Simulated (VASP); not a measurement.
Here is a VASP 6.6.1 calculation.

POSCAR

```
Li
1.0
   -1.7392271729      1.7392271729      1.7392271729
    1.7392271729     -1.7392271729      1.7392271729
    1.7392271729      1.7392271729     -1.7392271729
Li
1
Direct
    0.0000000000      0.0000000000      0.0000000000
```

File INCAR.step1:

```
  PREC = Accurate
  ENCUT = 600
  ISMEAR = 0
  SIGMA = 0.1
  LREAL = False
  LASPH = True
  NELM = 100
  GGA = PE
  ALGO = Normal
  EDIFF = 1E-4
  LWAVE = True
  LCHARG = False
```

INCAR.step2

```
  PREC = Accurate
  ENCUT = 600
  EDIFF = 1E-7
  ISMEAR = 0
  SIGMA = 0.1
  LREAL = False
  LASPH = True
  NELM = 100
  ALGO = Normal
  ISIF = 3
  LWAVE = False
  LCHARG = False
  METAGGA = R2SCAN
  LMIXTAU = True
  IBRION = 2
  NSW = 80
  EDIFFG = -0.01
  ISTART = 1
```

The input KPOINTS:

```
Automatic mesh
0
Gamma
  16 16 16
```

Potentials or basis: VASP PAW PBE potentials, release 64 (Li_sv).

Command:

```console
$ cat potpaw_PBE.64/Li_sv/POTCAR > POTCAR
$ cp INCAR.step1 INCAR
$ mpirun -np 1 vasp_std > vasp.out
$ cp INCAR.step2 INCAR
$ mpirun -np 1 vasp_std > vasp.out
```

**Question.** Estimate the space group after relaxing (to 0.05 Å).

**Answer.** Im-3m (No. 229).

**Question.** Estimate the relaxed cell.

**Answer.** a = 3.000 Å, b = 3.000 Å, c = 3.000 Å, α = 109.47°, β = 109.47°, γ = 109.47°.

**Question.** Estimate the relaxed volume.

**Answer.** 20.78 Å³/atom.

Step by step:
```csv
step,energy change (eV),largest force (eV/Å),pressure (GPa),volume (Å³)
1,0.0000,0.0000,-0.20,21.04
2,0.0001,0.0000,-0.14,20.96
3,0.0001,0.0000,-0.03,20.78
```

Caveat: the cutoff is under 1.25 times the usual one of these potentials, so pressure, stress and relaxed cells hold a basis-set (Pulay) error; the PAW data sets were made with another functional, which shifts forces and pressure a little.
